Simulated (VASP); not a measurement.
Here is a VASP 6.6.1 calculation.

File POSCAR:

```
HfO2
1.0
    3.5768243321      0.0000000000      0.0000000000
    0.0000000000      3.5768243321      0.0000000000
    0.0000000000      0.0000000000      5.2026739521
Hf O
2 4
Direct
    0.5000000000      0.4933248331      0.5000000000
    0.0000000000     -0.0066751669      0.0000000000
    0.0000000000      0.5733891228      0.6961635346
    0.5000000000      0.0733891228      0.8038364654
    0.5000000000      0.0010803562      0.3038364654
    0.0000000000      0.5010803562      0.1961635346
```

INCAR.step1

```
ALGO = Normal ; EDIFF = 1E-4
ENCUT = 520 ; GGA = PE
ISMEAR = 0 ; LASPH = True
LCHARG = False ; LREAL = False
LWAVE = True ; NBANDS = 31
NELM = 100 ; PREC = Accurate
SIGMA = 0.05
```

The input INCAR.step2:

```
ALGO = Normal ; EDIFF = 1E-6
ENCUT = 520 ; ISIF = 2
ISMEAR = 0 ; ISTART = 1
LASPH = True ; LCHARG = False
LMIXTAU = True ; LREAL = False
LWAVE = False ; METAGGA = R2SCAN
NBANDS = 31 ; NELM = 100
PREC = Accurate ; SIGMA = 0.05
```

Contents of KPOINTS:

```
k-points
0
Gamma
  6 6 6
```

Potentials or basis: VASP PAW PBE potentials, release 64 (Hf_pv, O).

The run is started by

```sh
$ cat potpaw_PBE.64/Hf_pv/POTCAR potpaw_PBE.64/O/POTCAR > POTCAR
$ cp INCAR.step1 INCAR
$ mpirun -np 1 vasp_std > vasp.out
$ cp INCAR.step2 INCAR
$ mpirun -np 1 vasp_std > vasp.out
```

(1) What does it give for the band gap on the k mesh?

(2) Predict the largest force.

(3) What does it give for the pressure?

Results:

(1) 5.02 eV, indirect (least direct gap 5.20 eV).

(2) 0.544 eV/Å.

(3) -2.9 GPa.

Caveat: the cell differs from its parent crystal (mode 4 (59.8 1/cm) frozen in, largest displacement +0.263 Å); the PAW data sets were made with another functional, which shifts forces and pressure a little; spin-orbit coupling is left out, which moves the levels of the heavy elements.
